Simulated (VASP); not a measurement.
A run of VASP 6.6.1 is set up as follows.

File INCAR:

```
ALGO = Normal
EDIFF = 1E-6
ENCUT = 600
GGA = PE
GGA_COMPAT = F
ISIF = 2
ISMEAR = 0
LASPH = T
LCHARG = F
LREAL = F
LWAVE = F
NBANDS = 20
NELM = 120
PREC = Accurate
SIGMA = 0.15
```

KPOINTS

```
k-points
0
Gamma
  4 4 4
```

File POSCAR:

```
Al2SiF2
1.0
    1.5241652395      0.8799772113      9.0081406534
   -1.5241652395      0.8799772113      9.0081406534
    0.0000000000     -1.7599544227      9.0081406534
Al Si F
2 1 2
Direct
    0.4040549656      0.4040549656      0.4040549656
    0.5959450344      0.5959450344      0.5959450344
    0.0000000000      0.0000000000      0.0000000000
    0.7803620948      0.7803620948      0.7803620948
    0.2196379052      0.2196379052      0.2196379052
```

Potentials or basis: VASP PAW PBE potentials, release 64 (Al, Si, F).

Command:

```sh
$ cat potpaw_PBE.64/Al/POTCAR potpaw_PBE.64/Si/POTCAR potpaw_PBE.64/F/POTCAR > POTCAR
$ mpirun -np 1 vasp_std > vasp.out
```

Problem. Estimate the pressure.

Solution. 0.2 GPa.

Problem. What does it give for the band gap on the k mesh?

Solution. Zero (bands 12 and 13 overlap by 0.43 eV).

Forces on the atoms (eV/Å):
```
Al   0.000  0.000  0.021
Al   0.000  0.000 -0.021
Si   0.000  0.000  0.000
F    0.000  0.000 -0.013
F    0.000  0.000  0.013
```

Caveat: the k points lie up to 0.60 Å⁻¹ apart.
